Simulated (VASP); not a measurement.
# TiAl (Pm-3m) in VASP: notebook, part 2 of 2

VASP 6.6.1. The steps go on from the part before.

### 3 Single point, LDA

Input file INCAR:

```
PREC     = Accurate       # precision mode
ENCUT    = 520            # plane-wave cutoff, eV
EDIFF    = 1E-7           # SCF threshold, eV
ISMEAR   = 0              # smearing method
SIGMA    = 0.15           # smearing width, eV
LREAL    = F              # projectors in reciprocal space
LASPH    = T              # aspherical terms in the spheres
NELM     = 60             # most SCF steps
ALGO     = Normal         # electronic algorithm
ISIF     = 2              # what is computed and relaxed
LWAVE    = F              # write WAVECAR
LCHARG   = T              # write CHGCAR
LELF     = T              # ELF
LVHAR    = T            
NBANDS   = 14             # bands
```

Input file KPOINTS:

```
regular mesh
0
Gamma
  16 16 16
```

Input file POSCAR:

```
TiAl
1.0
    3.1790640000      0.0000000000      0.0000000000
    0.0000000000      3.1790640000      0.0000000000
    0.0000000000      0.0000000000      3.1790640000
Ti Al
1 1
Direct
    0.0000000000      0.0000000000      0.0000000000
    0.5000000000      0.5000000000      0.5000000000
```

Potentials or basis: VASP PAW LDA potentials, release 64 (Ti_sv, Al).

On the command line:

```sh
> cat potpaw_LDA.64/Ti_sv/POTCAR potpaw_LDA.64/Al/POTCAR > POTCAR
> mpirun -np 1 vasp_std > vasp.out
```

OUTCAR:

```text
PREC = Accurate
   ENCUT = 520
   EDIFF = 1E-7
   ISMEAR = 0
   LREAL = F
   LASPH = T
   NELM = 60
   ISIF = 2

 ion  position               nearest neighbor table
   1  0.000  0.000  0.000-   2 2.75   2 2.75   2 2.75   2 2.75   2 2.75   2 2.75   2 2.75   2 2.75

   2  0.500  0.500  0.500-   1 2.75   1 2.75   1 2.75   1 2.75   1 2.75   1 2.75   1 2.75   1 2.75

  LATTYP: Found a simple cubic cell.
 ALAT       =     3.1790640000

  Lattice vectors:

 A1 = (   3.1790640000,   0.0000000000,   0.0000000000)
 A2 = (   0.0000000000,   3.1790640000,   0.0000000000)
 A3 = (   0.0000000000,   0.0000000000,   3.1790640000)

Analysis of symmetry for initial positions (statically):
=====================================================================
 Subroutine PRICEL returns:
 Original cell was already a primitive cell.

 Routine SETGRP: Setting up the symmetry group for a
 simple cubic supercell.

 Subroutine GETGRP returns: Found 48 space group operations
[... 9 lines left out ...]

 Routine SETGRP: Setting up the symmetry group for a
 simple cubic supercell.

 Subroutine GETGRP returns: Found 48 space group operations
[... 156 lines left out ...]
 fundamental gap:      0.0150666756
 Fermi energy:         8.5231864532

 k-point     1 :       0.0000    0.0000    0.0000
  band No.  band energies     occupation
      1     -47.6683      2.00000
      2     -24.2533      2.00000
      3     -24.2533      2.00000
      4     -24.2533      2.00000
      5      -0.6712      2.00000
      6       7.1103      2.00000
      7       7.1103      2.00000
      8      10.2736      0.00000
      9      10.2736      0.00000
     10      10.2736      0.00000
     11      12.9413      0.00000
     12      12.9413      0.00000
     13      12.9413      0.00000
     14      17.4295      0.00000
[... 377 lines left out ...]
      1     -47.6503      2.00000
      2     -24.4267      2.00000
      3     -24.2624      2.00000
      4     -24.2353      2.00000
      5       2.6643      2.00000
      6       3.6645      2.00000
      7       8.0648      1.99998
      8       8.3094      1.95615
      9       8.7056      0.08538
     10      10.2434      0.00000
     11      11.4988      0.00000
     12      14.9599      0.00000
     13      16.5412      0.00000
     14      17.4875      0.00000

 [... further k-points ...]
[... 5 lines left out ...]
  --------------------------------------------------------------------------------------
  -------------------------------------------------------------------------------------
  Total       -1.1372711     -1.1372711     -1.1372711      0.0000000      0.0000000     -0.0000000
  in kB      -56.7122337    -56.7122337    -56.7122337      0.0000000      0.0000000     -0.0000000
  external PRESSURE =     -56.7122337 kB  Pullay stress =       0.0000000 kB

 VOLUME and BASIS-vectors are now :
 -----------------------------------------------------------------------------
  energy-cutoff  :      520.00
  volume of cell :       32.13
      direct lattice vectors                 reciprocal lattice vectors
     3.179064000  0.000000000  0.000000000     0.314557996  0.000000000  0.000000000
     0.000000000  3.179064000  0.000000000     0.000000000  0.314557996  0.000000000
     0.000000000  0.000000000  3.179064000     0.000000000  0.000000000  0.314557996

 POSITION                                       TOTAL-FORCE (eV/Angst)
 -----------------------------------------------------------------------------------
      0.00000      0.00000      0.00000         0.000000      0.000000      0.000000
      1.58953      1.58953      1.58953         0.000000      0.000000      0.000000
 -----------------------------------------------------------------------------------
    total drift:                               -0.000000      0.000000      0.000000

  FREE ENERGIE OF THE ION-ELECTRON SYSTEM (eV)
  ---------------------------------------------------
  free  energy   TOTEN  =       -13.2819386598 eV

  energy  without entropy=      -13.2521852177  energy(sigma->0) =      -13.26706194
```

stdout:

```text
POSCAR found type information on POSCAR TiAl
 POSCAR found :  2 types and       2 ions
 scaLAPACK will be used
 LDA part: xc-table for (Slater(with rela. corr.)+CA(PZ))
 , standard interpolation
 POSCAR, INCAR and KPOINTS ok, starting setup
 FFT: planning ... GRIDC
 FFT: planning ... GRID_SOFT
 FFT: planning ... GRID
 WAVECAR not read
 entering main loop
```

Run time: 29 s. Hardware: 1 thread of AMD EPYC 9R45 (Zen 5), shared host; peak memory 0.16 GiB.

Results:

- Free energy: -13.2819 eV
- Pressure: -5.7 GPa
